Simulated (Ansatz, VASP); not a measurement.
**GaSb: VASP beside Ansatz**

Contents of INCAR:

```
  PREC = Accurate
  ENCUT = 500
  EDIFF = 1E-6
  ISMEAR = 0
  SIGMA = 0.05
  LREAL = F
  LASPH = T
  NELM = 120
  ALGO = Normal
  ISIF = 2
  LWAVE = F
  LCHARG = F
  GGA = PS
  NBANDS = 16
  GGA_COMPAT = F
```

File KPOINTS:

```
regular mesh
0
Gamma
  6 6 6
```

Contents of POSCAR:

```
GaSb
1.0
    0.0000000000      3.0552163256      3.0552163256
    3.0552163256      0.0000000000      3.0552163256
    3.0552163256      3.0552163256      0.0000000000
Ga Sb
1 1
Direct
    0.0000000000      0.0000000000      0.0000000000
    0.2500000000      0.2500000000      0.2500000000
```

Input for Ansatz:

```yaml
crystal:
  lattice:
    - [0.0, 3.0552163256, 3.0552163256]
    - [3.0552163256, 0.0, 3.0552163256]
    - [3.0552163256, 3.0552163256, 0.0]
  atoms:
    - { symbol: Ga, position: [0.0, 0.0, 0.0] }
    - { symbol: Sb, position: [0.25, 0.25, 0.25] }
basis:
  ecutwfc: 420
kpoints:
  mp_grid: { grid: [6, 6, 6] }
hamiltonian:
  xc: pbesol
scf:
  occupations: { method: gaussian, width: 0.05 }
output:
  forces: true
  stress: true
  eigenvalues: true
```

Alike in both runs: task single point; functional PBEsol; k mesh 6 × 6 × 6; occupations gaussian, width 0.05 eV; no spin polarisation.

|  | VASP | Ansatz |
| --- | --- | --- |
| version | VASP 6.6.1 | Ansatz 0.2.0 |
| potentials or method | VASP PAW PBE potentials, release 64 (Ga_d, Sb), cutoff 500 eV | scalar-relativistic, plane waves, PAW |
| valence electrons in the cell | 18 | 28 |

```tsv
	VASP	Ansatz	Ansatz less VASP
gap on the k mesh at the Fermi level (eV)	none	none	-
pressure (GPa)	0.2	0.1	-0.08
```

VASP's potentials were made for PBE, not for PBEsol. A gap of «none» marks a metal or a gap that the smearing closes. With one functional, cell and mesh, what is left measures potentials, basis and numerics. VASP's potentials hold 18 valence electrons a cell and Ansatz's 28, so a difference there can come from the potentials and not from the codes.

Spin-orbit coupling is off throughout.
